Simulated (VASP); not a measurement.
A run of VASP 6.6.1:

Contents of INCAR:

```
  PREC = Accurate
  ENCUT = 520
  EDIFF = 1E-7
  ISMEAR = -1
  SIGMA = 0.01
  LREAL = False
  LASPH = True
  NELM = 60
  ALGO = Normal
  ISIF = 2
  LWAVE = False
  LCHARG = False
  GGA = PE
  NBANDS = 50
```

File KPOINTS:

```
Automatic mesh
0
Gamma
  3 8 7
```

Contents of POSCAR:

```
SnSe
1.0
   11.6644585000      0.0000000000      0.0000000000
    0.0000000000      4.1262509500      0.0000000000
    0.0000000000      0.0000000000      4.7009074500
Sn Se
4 4
Direct
    0.6181339878      0.7500000000      0.3729566328
    0.8818660122      0.2500000000      0.8729566328
    0.3818660122      0.2500000000      0.6270433672
    0.1181339878      0.7500000000      0.1270433672
    0.1456714651      0.2500000000      0.5227136341
    0.6456714651      0.2500000000      0.9772863659
    0.3543285349      0.7500000000      0.0227136341
    0.8543285349      0.7500000000      0.4772863659
```

Potentials or basis: VASP PAW PBE potentials, release 64 (Sn_d, Se).

Run with:

```console
$ cat potpaw_PBE.64/Sn_d/POTCAR potpaw_PBE.64/Se/POTCAR > POTCAR
$ mpirun -np 1 vasp_std > vasp.out
```

Hardware: 1 thread of AMD EPYC 7R43 64-Core Processor (Zen 3), with other jobs on the host.

Question: How long does it take, and how much memory?

Answer: It took 9.1 min on 1 thread of AMD EPYC 7R43 64-Core Processor (Zen 3) (shared host), peak memory 0.47 GiB. Counts: scf iterations 14, k points 40.
